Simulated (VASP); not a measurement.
Wanted: the native input for a VASP 6.6.1 run.

* Task: single point
* Functional: PBE
* Potentials or basis: VASP PAW PBE potentials, release 64 (In_d, Ge_d, O)
* Cutoff: 520 eV
* k mesh: 4 × 4 × 2
* Occupations: gaussian, width 0.1 eV
* Spin: no spin polarisation
* Dipole correction: no
* Further INCAR settings: ALGO = Normal; EDIFF = 1e-07; NBANDS = 42

The structure of In3GeO2 lies in POSCAR:

```
In3GeO2
1.0
    4.4506448390      0.0000000000      0.0000000000
    0.0000000000      4.4506448390      0.0000000000
    0.0000000000      0.0000000000      8.9106992933
In Ge O
3 1 2
Direct
    0.0000000000      0.0000000000      0.0000000000
    0.0000000000      0.0000000000      0.3355033006
    0.0000000000      0.0000000000      0.6644966994
    0.5000000000      0.5000000000      0.0000000000
    0.0000000000      0.5000000000      0.0000000000
    0.5000000000      0.0000000000      0.0000000000
```

The input as run:

INCAR

```
PREC = Accurate
ENCUT = 520
EDIFF = 1E-7
ISMEAR = 0
SIGMA = 0.1
LREAL = False
LASPH = True
NELM = 80
ALGO = Normal
ISIF = 2
LWAVE = False
LCHARG = False
GGA = PE
NBANDS = 42
```

KPOINTS

```
Automatic mesh
0
Gamma
  4 4 2
```

Potentials or basis: VASP PAW PBE potentials, release 64 (In_d, Ge_d, O).

Launch:

```sh
$ cat potpaw_PBE.64/In_d/POTCAR potpaw_PBE.64/Ge_d/POTCAR potpaw_PBE.64/O/POTCAR > POTCAR
$ mpirun -np 1 vasp_std > vasp.out
```

It gave:

```json
{"Pressure": "0.1 GPa", "Largest force": "0.006 eV/Å"}
```

Caveat: an odd number of electrons without spin polarisation forces a metal; a magnetic or distorted state may lie lower.

Run time: 78 s on 1 thread of Intel(R) Xeon(R) 6975P-C (Granite Rapids), with other jobs on the host, peak memory 0.33 GiB.
